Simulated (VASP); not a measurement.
Here is a VASP 6.6.1 calculation.

File INCAR:

```
SYSTEM = Co
  ALGO = Fast
  EDIFF = 1E-7
  EDIFFG = -0.05
  ENCUT = 600
  GGA = PE
  IBRION = 2
  ISIF = 3
  ISMEAR = 0
  ISPIN = 2
  LASPH = .TRUE.
  LCHARG = .FALSE.
  LMAXMIX = 4
  LORBIT = 11
  LREAL = .FALSE.
  LWAVE = .FALSE.
  MAGMOM = 2.33 2.33
  NELM = 150
  NSW = 80
  PREC = Accurate
  SIGMA = 0.1
```

The input KPOINTS:

```
k-points
0
G
  8 8 4
  0 0 0
```

Contents of POSCAR:

```
Co
1.0
    2.4526882437     -1.7259802144      0.0000000000
    2.4526882437      1.7259802144      0.0000000000
    0.0000000000      0.0000000000      4.9101939246
Co
2
Direct
    0.7498240020      0.2501759980      0.2500000000
    0.2501759980      0.7498240020      0.7500000000
```

Potentials or basis: VASP PAW PBE potentials, release 64 (Co).

Launch:

```sh
$ cat potpaw_PBE.64/Co/POTCAR > POTCAR
$ mpirun -np 1 vasp_std > vasp.out
```

**Question.** Predict the relaxed cell.

**Answer.** a = 2.492 Å, b = 2.492 Å, c = 3.499 Å, α = 90.00°, β = 90.00°, γ = 89.95°.

**Question.** Estimate the net moment.

**Answer.** 3.31 μB per cell.

**Question.** Predict the space group after relaxing (to 0.1 Å).

**Answer.** Fm-3m (No. 225).

**Question.** Estimate the site moments.

**Answer.** Co +1.67 μB.

Final structure:
```
CELL_PARAMETERS angstrom
1.76272 -1.76133 0.00000
1.76272 1.76133 0.00000
0.00000 0.00000 3.49926
ATOMIC_POSITIONS crystal
Co 0.75078 0.24922 0.25000
Co 0.24922 0.75078 0.75000
```
